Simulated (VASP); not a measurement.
Input of a VASP 6.6.1 run:

File INCAR:

```
PREC = Accurate ; ENCUT = 520
EDIFF = 1E-6 ; ISMEAR = 1
SIGMA = 0.1 ; LREAL = False
LASPH = True ; NELM = 60
ALGO = Normal ; ISIF = 2
LWAVE = False ; LCHARG = False
NBANDS = 27
```

KPOINTS

```
regular mesh
0
Gamma
  6 6 6
```

Contents of POSCAR:

```
CdSnTe2
1.0
    2.2419870046      1.2944118006      7.1076178158
   -2.2419870046      1.2944118006      7.1076178158
    0.0000000000     -2.5888236013      7.1076178158
Te Sn Cd
2 1 1
Direct
    0.2544020000      0.2544020000      0.2544020000
    0.7455980000      0.7455980000      0.7455980000
    0.5000000000      0.5000000000      0.5000000000
    0.0000000000      0.0000000000      0.0000000000
```

Potentials or basis: VASP PAW LDA potentials, release 64 (Te, Sn_d, Cd).

Launch:

```console
$ cat potpaw_LDA.64/Te/POTCAR potpaw_LDA.64/Sn_d/POTCAR potpaw_LDA.64/Cd/POTCAR > POTCAR
$ mpirun -np 1 vasp_std > vasp.out
```

Task: Estimate the largest force.

Result: 0.080 eV/Å.

Task: Predict the pressure.

Result: -4.1 GPa.

Forces on the atoms (eV/Å):
```
Te   0.000  0.000  0.080
Te   0.000  0.000 -0.080
Sn   0.000  0.000  0.000
Cd   0.000  0.000  0.000
```
